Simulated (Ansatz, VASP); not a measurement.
AlH7 in VASP and in Ansatz

File INCAR:

```
PREC = Accurate ; ENCUT = 1230
EDIFF = 1E-7 ; ISMEAR = 0
SIGMA = 0.02 ; LREAL = F
LASPH = T ; NELM = 120
ALGO = Normal ; ISIF = 3
LWAVE = F ; LCHARG = F
GGA = PE ; IBRION = 2
NSW = 100 ; EDIFFG = -0.01
GGA_COMPAT = F ; NELMIN = 4
```

File KPOINTS:

```
regular mesh
0
Gamma
  10 4 4
```

POSCAR

```
AlH7
1.0
    2.6085501199      0.0000000000      0.0000000000
    0.0000000000      5.6111327370      3.7657094945
    0.0000000000     -5.6111327370      3.7657094945
Al H
1 7
Direct
    0.5000000000      0.4419198111      0.4419198111
    0.6436114651      0.1511674834      0.8496315383
    0.3563885349      0.8496315383      0.1511674834
    0.6436114651      0.8496315383      0.1511674834
    0.3563885349      0.1511674834      0.8496315383
    0.0000000000      0.2819215967      0.4842334993
    0.0000000000      0.4842334993      0.2819215967
    0.5000000000      0.6519759095      0.6519759095
```

Input for Ansatz:

```yaml
crystal:
  lattice:
    - [2.6085501199, 0.0, 0.0]
    - [0.0, 5.611132737, 3.7657094945]
    - [0.0, -5.611132737, 3.7657094945]
  atoms:
    - { symbol: Al, position: [0.5, 0.4419198111, 0.4419198111] }
    - { symbol: H, position: [0.6436114651, 0.1511674834, 0.8496315383] }
    - { symbol: H, position: [0.3563885349, 0.8496315383, 0.1511674834] }
    - { symbol: H, position: [0.6436114651, 0.8496315383, 0.1511674834] }
    - { symbol: H, position: [0.3563885349, 0.1511674834, 0.8496315383] }
    - { symbol: H, position: [0.0, 0.2819215967, 0.4842334993] }
    - { symbol: H, position: [0.0, 0.4842334993, 0.2819215967] }
    - { symbol: H, position: [0.5, 0.6519759095, 0.6519759095] }
basis:
  ecutwfc: 420
kpoints:
  mp_grid: { grid: [10, 4, 4] }
hamiltonian:
  xc: pbe
scf:
  occupations: { method: gaussian, width: 0.02 }
output:
  forces: true
  stress: true
  eigenvalues: true
relax:
  adjacent_minimum: "off"
  f_tol: 0.01
  max_steps: 80
  cell: { stress_tol: 0.05 }
```

Alike in both runs: task relaxation of cell and atoms; functional PBE; k mesh 10 × 4 × 4; occupations gaussian, width 0.02 eV; no spin polarisation.

|  | VASP | Ansatz |
| --- | --- | --- |
| version | VASP 6.6.1 | Ansatz 0.2.0 |
| potentials or method | VASP PAW PBE potentials, release 64 (Al, H_h), cutoff 1230 eV | scalar-relativistic, plane waves, PAW |
| valence electrons in the cell | 10 | 10 |

Ansatz gave:

```
gap on the k mesh at the Fermi level, each at its own relaxed structure (eV)  : 3.14
relaxed volume (Å³/atom)                                                      : 14.46
relaxed length of the cell vector where the two differ most in proportion (Å) : 6.922
```

What did VASP give for the same quantities?

gap on the k mesh at the Fermi level, each at its own relaxed structure (eV): 3.14; relaxed volume (Å³/atom): 14.95; relaxed length of the cell vector where the two differ most in proportion (Å): 7.043.
